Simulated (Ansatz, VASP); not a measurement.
Two plane-wave programs on Be

```
Be
1.0
    -2.15309    2.23951    1.78699
     2.15309   -2.23951    1.78699
     2.15309    2.23951   -1.78699
Be
4
Direct
  0.65317 0.16680 0.81997
  0.15317 0.33320 0.48637
  0.84683 0.66680 0.51363
  0.34683 0.83320 0.18003
```

Change from the starting cell: the structure that the rattled cell fell into.

Alike in both runs: task single point; functional PBE; k mesh 6 × 6 × 6; occupations gaussian, width 0.1 eV; no spin polarisation.

```csv
,VASP,Ansatz
version,VASP 6.6.1,Ansatz 0.2.0
potentials or method,"VASP PAW PBE potentials, release 64 (Be), cutoff 520 eV","scalar-relativistic, plane waves, PAW"
valence electrons in the cell,8,8
```

|  | VASP | Ansatz | Ansatz less VASP |
| --- | --- | --- | --- |
| gap on the k mesh at the Fermi level (eV) | none | none | - |
| pressure (GPa) | 0.1 | -0.1 | -0.15 |
| traceless stress, the component that is largest in VASP (GPa) | -2.44 | -2.43 | +0.010 |
| rms of the force components (eV/Å) | 0.041 | 0.045 | +0.0036 |

Atom by atom the forces differ by 0.004 eV/Å (rms over components). A gap of «none» marks a metal or a gap that the smearing closes.

The k mesh is coarse, so the values compare programs but aren't converged.
